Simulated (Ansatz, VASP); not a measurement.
## PbS: VASP beside Ansatz

```
Pb S
1.0
     0.00000    2.94510    2.94510
     2.94510    0.00000    2.94510
     2.94510    2.94510    0.00000
Pb S
1 1
Direct
  0.00000 0.00000 0.00000
  0.50000 0.50000 0.50000
```

Alike in both runs: task single point; functional LDA; k mesh 8 × 8 × 8; occupations fermi-dirac, width 0.06 eV; no spin polarisation.

|  | VASP | Ansatz |
| --- | --- | --- |
| version | VASP 6.6.1 | Ansatz 0.2 development build |
| potentials or method | VASP PAW LDA potentials, release 64 (Pb_d, S), cutoff 520 eV | all-electron full-potential LAPW, scalar-relativistic |

|  | VASP | Ansatz | Ansatz less VASP |
| --- | --- | --- | --- |
| pressure (GPa) | -1.4 | -1.4 | 0.00 |

LDA's correlation is that of Perdew and Zunger in VASP and of Perdew and Wang (1992) in Ansatz. Ansatz ran all-electron here, and VASP with PAW potentials.

Spin-orbit coupling is off throughout.
